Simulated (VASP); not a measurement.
PtSe2: relaxation of cell and atoms with revPBE+D4

The system is PtSe2.

```xyz
3
Lattice="3.7240 0.0000 0.0000 -1.8620 3.2251 0.0000 0.0000 0.0000 5.0620" Properties=species:S:1:pos:R:3 pbc="T T T"
Pt    0.0000    0.0000    0.0000
Se    1.8620    1.0750    3.7965
Se    0.0000    2.1501    1.2655
```

- Program: VASP 6.6.1
- Task: relaxation of cell and atoms
- Functional: revPBE
- Dispersion: D4
- Potentials or basis: VASP PAW PBE potentials, release 64 (Pt, Se)
- Cutoff: 600 eV
- k mesh: 8 × 8 × 5
- Occupations: fermi-dirac, width 0.05 eV
- Spin: no spin polarisation
- Dipole correction: no
- Further INCAR settings: ALGO = Normal; EDIFF = 1e-06; IBRION = 2; EDIFFG = -0.01; NSW = 60; ISIF = 3

```yaml
Relaxed_volume: 19.26 Å³/atom
Relaxed_cell: a = 3.760 Å, b = 3.760 Å, c = 4.720 Å, α = 90.00°, β = 90.00°, γ = 120.00°
Space_group_after_relaxing_to_0.1_Å: P-3m1 (No. 164)
Energy_gained_by_relaxing: 28.9 meV/atom
Ionic_steps: 15
Pressure_after_relaxing: 0.0 GPa
Largest_force_after_relaxing: 0.004 eV/Å
Band_gap_on_the_k_mesh: zero (bands 11 and 12 overlap by 0.93 eV)
Dispersion_energy_per_atom: -0.923 eV
```

Forces in eV/Å, atoms in the order of the input:
```
Pt   0.000  0.000  0.000
Se   0.000  0.000 -0.004
Se   0.000  0.000  0.004
```

The path:
| step | energy change (eV) | largest force (eV/Å) | pressure (GPa) | volume (Å³) |
| --- | --- | --- | --- | --- |
| 1 | 0.0000 | 0.6997 | 2.30 | 60.80 |
| 2 | 0.0052 | 0.1434 | -5.00 | 63.38 |
| 3 | -0.0203 | 0.2835 | -1.36 | 61.99 |
| 4 | -0.0387 | 0.2239 | -1.17 | 61.17 |
| 5 | -0.0735 | 0.0140 | -0.18 | 58.77 |
| 6 | -0.0751 | 0.1286 | 0.37 | 57.90 |
| 7 | -0.0754 | 0.0887 | 0.19 | 58.19 |
| 8 | -0.0848 | 0.1364 | -0.31 | 57.81 |
| 9 | -0.0851 | 0.1467 | -0.39 | 57.74 |
| 10 | -0.0835 | 0.1078 | 1.60 | 57.06 |
| 11 | -0.0861 | 0.0506 | 0.36 | 57.47 |
| 12 | -0.0867 | 0.0030 | -0.07 | 57.76 |
| 13 | -0.0867 | 0.0125 | 0.02 | 57.70 |
| 14 | -0.0868 | 0.0052 | 0.02 | 57.73 |
| 15 | -0.0868 | 0.0043 | 0.04 | 57.78 |

Final structure:
```yaml
crystal:
  lattice:
    - [3.75959, 0.00000, 0.00000]
    - [-1.87980, 3.25590, 0.00000]
    - [0.00000, 0.00000, 4.72015]
  atoms:
    - { symbol: Pt, position: [0.00000, 0.00000, 0.00000] }
    - { symbol: Se, position: [0.66667, 0.33333, 0.72806] }
    - { symbol: Se, position: [0.33333, 0.66667, 0.27194] }
```

Levels at points of the mesh, in eV from the Fermi level:
| k point | band 7 | band 8 | band 9 | band 10 | band 11 | band 12 | band 13 | band 14 | band 15 |
| --- | --- | --- | --- | --- | --- | --- | --- | --- | --- |
| (0.00, 0.00, 0.00) | -3.87 | -2.56 | -1.06 | -1.06 | 0.82 | 0.86 | 0.86 | 3.25 | 4.22 |
| (0.50, 0.00, 0.00) | -3.93 | -3.65 | -3.39 | -3.33 | -3.00 | 0.41 | 2.58 | 5.17 | 6.22 |

It took 3 min on 1 thread of Intel(R) Xeon(R) 6975P-C (Granite Rapids) (shared host), peak memory 0.22 GiB.

Caveat: the PAW data sets were made with another functional, which shifts forces and pressure a little; spin-orbit coupling is left out, which moves the levels of the heavy elements.
